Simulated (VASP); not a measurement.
# BN: vibrations by perturbation theory with PBEsol

BN:

```xyz
2
Lattice="0.0000 1.7681 1.7681 1.7681 0.0000 1.7681 1.7681 1.7681 0.0000" Properties=species:S:1:pos:R:3 pbc="T T T"
B     0.0000    0.0000    0.0000
N     2.6522    2.6522    2.6522
```

```json
{
  "Program": "VASP 6.6.1",
  "Task": "vibrations by perturbation theory",
  "Functional": "PBEsol",
  "Potentials or basis": "VASP PAW PBE potentials, release 64 (B, N)",
  "Cutoff": "520 eV",
  "k mesh": "12 × 12 × 12",
  "Occupations": "gaussian, width 0.01 eV",
  "Spin": "no spin polarisation",
  "Dipole correction": "no",
  "Further INCAR settings": "ALGO = Normal; EDIFF = 1e-08; NBANDS = 11; IBRION = 8; NSW = 1"
}
```

The electronic dielectric tensor (diagonal) is 4.58. The born charges (mean of the diagonal) is B +1.87; N -1.87 e. The highest phonon frequency at Γ, LO-TO splitting left out is 1126 cm⁻¹.

Phonon frequencies in cm⁻¹ (negative: imaginary):
| q point | frequencies |
| --- | --- |
| (0.000, 0.000, 0.000) | 0 0 0 1126 1126 1126 |

Electronic dielectric tensor:
```
4.58 0.00 0.00
0.00 4.58 0.00
0.00 0.00 4.58
```

Born effective charge tensors (e):
atom 1, B
```
1.87 0.00 0.00
0.00 1.87 0.00
0.00 0.00 1.87
```
atom 2, N
```
-1.87  0.00  0.00
 0.00 -1.87  0.00
 0.00  0.00 -1.87
```

Run time: 6.8 min on 1 thread of AMD EPYC 7R13 (shared host), peak memory 0.16 GiB.

Caveat: the cell wasn't relaxed at this level first, which shifts response properties.
